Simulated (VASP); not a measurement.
# Rh (I4/mmm) in VASP: single point with PBE

Aim: the single point of Rh with PBE.

All numbers are computed with VASP 6.6.1; they aren't measurements. Logs are shortened: lines on timing, memory, paths and dates and some standing lists are left out, and cuts for length are marked.

## Step 1: The cell of the first run

Symmetry: I4/mmm, No. 139, tetragonal system. Conventional cell: a = 2.708 Å, b = 2.708 Å, c = 4.165 Å, α = 90.00°, β = 90.00°, γ = 90.00°. Rh (site symmetry 4/mmm) has 12 Rh at 2.71 to 2.83 Å within 3.6 Å.

## Step 2: Single point, PBE (strain +0.0875 x Voigt [1, 0, 0, 0, 0, 0])

INCAR reads:

```
PREC     = Accurate       # precision mode
ENCUT    = 520            # plane-wave cutoff, eV
EDIFF    = 1E-6           # SCF threshold, eV
ISMEAR   = 0              # smearing method
SIGMA    = 0.15           # smearing width, eV
LREAL    = False          # projectors in reciprocal space
LASPH    = True           # aspherical terms in the spheres
NELM     = 60             # most SCF steps
ALGO     = Fast           # electronic algorithm
ISIF     = 2              # what is computed and relaxed
LWAVE    = False          # write WAVECAR
LCHARG   = True           # write CHGCAR
GGA      = PE             # functional
LELF     = True           # ELF
LVHAR    = True         
NBANDS   = 14             # bands
```

KPOINTS reads:

```
Automatic mesh
0
Gamma
  26 26 26
```

POSCAR reads:

```
Rh
1.0
    0.0000000000      1.9149654115      1.9149654115
    2.0825248850      0.0000000000      1.9149654115
    2.0825248850      1.9149654115      0.0000000000
Rh
1
Direct
    0.0000000000      0.0000000000      0.0000000000
```

Potentials or basis: VASP PAW PBE potentials, release 64 (Rh_pv).

The run is started by

```sh
$ cat potpaw_PBE.64/Rh_pv/POTCAR > POTCAR
$ mpirun -np 1 vasp_std > vasp.out
```

OUTCAR:

```text
PREC = Accurate
   ENCUT = 520
   EDIFF = 1E-6
   ISMEAR = 0
   LREAL = False
   LASPH = True
   NELM = 60
   ISIF = 2
   GGA = PE

 ion  position               nearest neighbor table
   1  0.000  0.000  0.000-

  LATTYP: Found a body centered tetragonal cell.
 ALAT       =     2.7081700564
 C/A-ratio  =     1.5379572491

  Lattice vectors:

 A1 = (   2.0825248850,   0.0000000000,   1.9149654115)
 A2 = (   2.0825248850,   0.0000000000,  -1.9149654115)
 A3 = (  -2.0825248850,   1.9149654115,   0.0000000000)

Analysis of symmetry for initial positions (statically):
=====================================================================
 Subroutine PRICEL returns:
 Original cell was already a primitive cell.

 Routine SETGRP: Setting up the symmetry group for a
 body centered tetragonal supercell.

 Subroutine GETGRP returns: Found 16 space group operations
 (whereof 16 operations were pure point group operations)
 out of a pool of 16 trial point group operations.

The static configuration has the point symmetry D_4h.

Analysis of symmetry for dynamics (positions and initial velocities):
=====================================================================
 Subroutine PRICEL returns:
 Original cell was already a primitive cell.

 Routine SETGRP: Setting up the symmetry group for a
 body centered tetragonal supercell.

 Subroutine GETGRP returns: Found 16 space group operations
 (whereof 16 operations were pure point group operations)
 out of a pool of 16 trial point group operations.

The dynamic configuration has the point symmetry D_4h.

 Subroutine INISYM returns: Found 16 space group operations
 (whereof 16 operations are pure point group operations),
 and found     1 'primitive' translations

----------------------------------------------------------------------------------------

                                     Primitive cell

  volume of cell :      15.2736

  direct lattice vectors                    reciprocal lattice vectors
     0.000000000  1.914965412  1.914965412    -0.240093169  0.261101322  0.261101322
     2.082524885  0.000000000  1.914965412     0.240093169 -0.261101322  0.261101322
     2.082524885  1.914965412  0.000000000     0.240093169  0.261101322 -0.261101322

  length of vectors
     2.708170056  2.829134572  2.829134572     0.440445831  0.440445831  0.440445831

[... 85 lines left out ...]
   ISYM   =      2    0-nonsym 1-usesym 2-fastsym
   POTIM  = 0.5000    time-step for ionic-motion
   TEBEG  =    0.0;   TEEND  =   0.0 temperature during run
   PSTRESS=    0.0 pullay stress
   NELECT =      15.0000    total number of electrons
   NUPDOWN=      -1.0000    fix difference up-down
   EMIN   =  10.00;   EMAX   =-10.00  energy-range for DOS
   EFERMI =   0.00;   METHOD = LEGACY
   ISMEAR =     0;   SIGMA  =   0.15  broadening in eV -4-tet -1-fermi 0-gaus
   EFERMI_NEDOS =   21; number of points for ismear=-14 and -15
   IALGO  =     68    algorithm
   IMIX   =      4    mixing-type and parameters
     AMIX     =   0.40;   BMIX     =  1.00
     AMIX_MAG =   1.60;   BMIX_MAG =  1.00
  volume/ion in A,a.u.               =      15.27       103.07
  Fermi-wavevector in a.u.,A,eV,Ry     =   1.627264  3.075082 36.028046  2.647987
  Thomas-Fermi vector in A             =   2.720087
   LORBIT       =      0    0 simple, 1 ext, 2 COOP (PROOUT), +10 PAW based schemes
   GGA     = PE    functional components
   LHFCALC =     F    Hartree Fock is set to
   AEXX    =    0.0000 exact exchange contribution
   IVDW    =     0    specifies the selected vdW correction
   LEPSILON=     F    determine dielectric tensor
   LRPA    =     F    only Hartree local field effects (RPA)
 non-spin polarized calculation
 RMM-DIIS sequential band-by-band and
 Gauss-broadening in eV      SIGMA  =   0.15
  energy-cutoff  :      520.00
  volume of cell :       15.27
 maximum number of plane-waves:       424
   NGX =  9   NGY = 11   NGZ = 11

 number of electron      15.0000001 magnetization

 Free energy of the ion-electron system (eV)
  ---------------------------------------------------
  ext. energy  EPLUGINS =         0.00000000
  ---------------------------------------------------
  free energy    TOTEN  =        -7.15455425 eV

  energy without entropy =       -7.13609508  energy(sigma->0) =       -7.14532466

 E-fermi :  10.0661     XC(G=0): -13.3602

 val. band max:       10.0646035270   @ k =   0.5000   0.3077   0.1154
 cond. band min:      10.0666865865   @ k =   0.0000   0.2308   0.2308
 fundamental gap:      0.0020830595
 Fermi energy:        10.0660789770

 k-point     1 :       0.0000    0.0000    0.0000
  band No.  band energies     occupation
      1     -36.1331      2.00000
      2     -36.0968      2.00000
      3     -36.0968      2.00000
      4       2.8771      2.00000
      5       6.9425      2.00000
      6       7.7758      2.00000
      7       7.7758      2.00000
      8       8.7134      2.00000
      9       9.6845      1.99968
     10      26.2025      0.00000
     11      29.6060      0.00000
     12      30.9472      0.00000
     13      31.6892      0.00000
     14      31.6892      0.00000
[... 377 lines left out ...]
      1     -36.5469      2.00000
      2     -36.2108      2.00000
      3     -36.1341      2.00000
      4       4.9208      2.00000
      5       7.1977      2.00000
      6       7.9248      2.00000
      7       8.8889      2.00000
      8      10.1830      0.27015
      9      10.3523      0.00697
     10      20.2955      0.00000
     11      26.0444      0.00000
     12      30.7168      0.00000
     13      30.9473      0.00000
     14      32.3220      0.00000

 [... further k-points ...]

------------------------ aborting loop because EDIFF is reached ----------------------------------------

  FORCE on cell =-STRESS in cart. coord.  units (eV):
  Direction    XX          YY          ZZ          XY          YZ          ZX
  --------------------------------------------------------------------------------------
  -------------------------------------------------------------------------------------
  Total       -2.5214056     -1.0677431     -1.0677431      0.0000000      0.0000000      0.0000000
  in kB     -264.4912060   -112.0044516   -112.0044516      0.0000000      0.0000000      0.0000000
  external PRESSURE =    -162.8333697 kB  Pullay stress =       0.0000000 kB

 VOLUME and BASIS-vectors are now :
 -----------------------------------------------------------------------------
  energy-cutoff  :      520.00
  volume of cell :       15.27
      direct lattice vectors                 reciprocal lattice vectors
     0.000000000  1.914965412  1.914965412    -0.240093169  0.261101322  0.261101322
     2.082524885  0.000000000  1.914965412     0.240093169 -0.261101322  0.261101322
     2.082524885  1.914965412  0.000000000     0.240093169  0.261101322 -0.261101322

 POSITION                                       TOTAL-FORCE (eV/Angst)
 -----------------------------------------------------------------------------------
      0.00000      0.00000      0.00000         0.000000      0.000000      0.000000
 -----------------------------------------------------------------------------------
    total drift:                                0.000000     -0.000000     -0.000000

  FREE ENERGIE OF THE ION-ELECTRON SYSTEM (eV)
  ---------------------------------------------------
  free  energy   TOTEN  =        -7.1545542531 eV

  energy  without entropy=       -7.1360950753  energy(sigma->0) =       -7.14532466
```

OSZICAR:

```text
N       E                     dE             d eps       ncg     rms          rms(c)
DAV:   1     0.121102367563E+03    0.12110E+03   -0.88371E+03 37344   0.113E+03
DAV:   2    -0.604894892960E+01   -0.12715E+03   -0.12149E+03 40720   0.336E+02
DAV:   3    -0.764463728958E+01   -0.15957E+01   -0.15929E+01 45604   0.416E+01
DAV:   4    -0.765126333887E+01   -0.66260E-02   -0.66255E-02 43768   0.276E+00
DAV:   5    -0.765132950895E+01   -0.66170E-04   -0.66168E-04 45808   0.245E-01    0.787E+00
RMM:   6    -0.716490213341E+01    0.48643E+00   -0.88555E-01 39836   0.907E+00    0.254E+00
RMM:   7    -0.715715063291E+01    0.77515E-02   -0.20112E-02 41923   0.154E+00    0.135E+00
RMM:   8    -0.715471222262E+01    0.24384E-02   -0.36424E-03 43424   0.681E-01    0.146E-01
RMM:   9    -0.715454605372E+01    0.16617E-03   -0.48661E-04 45164   0.230E-01    0.184E-02
RMM:  10    -0.715455611764E+01   -0.10064E-04   -0.46937E-05 45956   0.857E-02    0.104E-02
RMM:  11    -0.715455372757E+01    0.23901E-05   -0.74120E-06 44754   0.344E-02    0.144E-03
RMM:  12    -0.715455425313E+01   -0.52557E-06   -0.16755E-06 33302   0.175E-02
   1 F= -.71545543E+01 E0= -.71453247E+01  d E =-.184592E-01
```

It took 2.6 min on 1 thread of AMD EPYC 9R45 (Zen 5), shared host; peak memory 0.32 GiB.

What came out:

```
Free energy : -7.1546 eV
Pressure    : -16.3 GPa
```

Stress tensor (GPa, compression positive):
```
-26.45   0.00   0.00
  0.00 -11.20   0.00
  0.00   0.00 -11.20
```

Caveat: the cell differs from its parent crystal (strain +0.0875 x Voigt [1, 0, 0, 0, 0, 0]).
